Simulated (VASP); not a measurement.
Crystal: Li.

```
Li
1.0
     2.47572    1.42936    0.94695
    -2.47572    1.42936    0.94695
     0.00000   -2.85872    0.94695
Li
1
Direct
  0.00000 0.00000 0.00000
```

The cell was generated, and may not be a known phase.

```yaml
Program: VASP 6.6.1
Task: relaxation of cell and atoms
Functional: PBE
Potentials_or_basis: VASP PAW PBE potentials, release 64 (Li_sv)
Cutoff: 600 eV
k_mesh: 24 × 24 × 24
Occupations: gaussian, width 0.1 eV
Spin: no spin polarisation
```

At the start: pressure 0.0 GPa; volume 20.11 Å³/atom.

**Question.** How do energy, volume and symmetry change on relaxing?

**Answer.** Over 5 steps the energy falls by 4.8 meV/atom; space group R-3m (No. 166, to 0.1 Å) before, Im-3m (No. 229, to 0.1 Å).

Step by step:
```
step  energy change (eV)  largest force (eV/Å)  pressure (GPa)  volume (Å³)
   1              0.0000                0.0000            0.01        20.11
   2             -0.0014                0.0000           -0.01        20.11
   3             -0.0041                0.0000           -0.01        20.11
   4             -0.0035                0.0000            0.01        20.08
   5             -0.0048                0.0000           -0.01        20.10
```

Final structure:
```
CELL_PARAMETERS angstrom
2.41937 1.39683 0.99137
-2.41937 1.39683 0.99137
0.00000 -2.79365 0.99137
ATOMIC_POSITIONS crystal
Li 0.00000 0.00000 0.00000
```

Caveat: the cutoff is under 1.25 times the usual one of these potentials, so pressure, stress and relaxed cells hold a basis-set (Pulay) error.
